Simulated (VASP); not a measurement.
Set up this calculation in VASP 6.6.1, as the native input.

```yaml
Task: single point
Functional: r2SCAN
Potentials_or_basis: VASP PAW PBE potentials, release 64 (Si)
Cutoff: 520 eV
k_mesh: 10 × 10 × 10
Occupations: gaussian, width 0.05 eV
Spin: no spin polarisation
Dipole_correction: no
Further_INCAR_settings: ALGO = Normal; EDIFF = 1e-06; NBANDS = 16
```

Si:

```
CELL_PARAMETERS angstrom
-3.42715 3.42715 1.86422
3.42715 -3.42715 1.86422
3.42715 3.42715 -1.86422
ATOMIC_POSITIONS crystal
Si 0.17875 0.17875 0.35751
Si 0.82125 0.82125 0.64249
Si 0.17875 0.82125 0.00000
Si 0.82125 0.17875 0.00000
```

This cell differs from its parent crystal: strain +0.030 along x and y, -0.030 along z.

These files were run (other wordings do the same):

POSCAR

```
Si
1.0
   -3.4271495440      3.4271495440      1.8642241059
    3.4271495440     -3.4271495440      1.8642241059
    3.4271495440      3.4271495440     -1.8642241059
Si
4
Direct
    0.1787531995      0.1787531995      0.3575063991
    0.8212468005      0.8212468005      0.6424936010
    0.1787531995      0.8212468005      0.0000000000
    0.8212468005      0.1787531995      0.0000000000
```

INCAR.step1

```
  ALGO = Normal
  EDIFF = 1E-4
  ENCUT = 520
  GGA = PE
  ISMEAR = 0
  LASPH = True
  LCHARG = False
  LREAL = False
  LWAVE = True
  NBANDS = 16
  NELM = 80
  PREC = Accurate
  SIGMA = 0.05
```

INCAR.step2

```
  ALGO = Normal
  EDIFF = 1E-6
  ENCUT = 520
  ISIF = 2
  ISMEAR = 0
  ISTART = 1
  LASPH = True
  LCHARG = True
  LELF = True
  LMIXTAU = True
  LREAL = False
  LVHAR = True
  LWAVE = False
  METAGGA = R2SCAN
  NBANDS = 16
  NELM = 80
  PREC = Accurate
  SIGMA = 0.05
```

KPOINTS

```
k-points
0
Gamma
  10 10 10
```

Potentials or basis: VASP PAW PBE potentials, release 64 (Si).

Command:

```console
$ cat potpaw_PBE.64/Si/POTCAR > POTCAR
$ cp INCAR.step1 INCAR
$ mpirun -np 1 vasp_std > vasp.out
$ cp INCAR.step2 INCAR
$ mpirun -np 1 vasp_std > vasp.out
```

It gave:

```yaml
Pressure: -2.1 GPa
Largest_force: 0.587 eV/Å
Band_gap_on_the_k_mesh: 0.56 eV (least direct gap 1.37 eV)
```

Caveat: the cell differs from its parent crystal (strain +0.030 along x and y, -0.030 along z); the stress differs along the axes, from -6 to 5 GPa; semilocal functionals underestimate gaps, and a narrow one can read as zero; the PAW data sets were made with another functional, which shifts forces and pressure a little.

Wall time 10 min on 1 thread of Intel Xeon 8259CL, with other jobs on the host, peak memory 0.31 GiB.
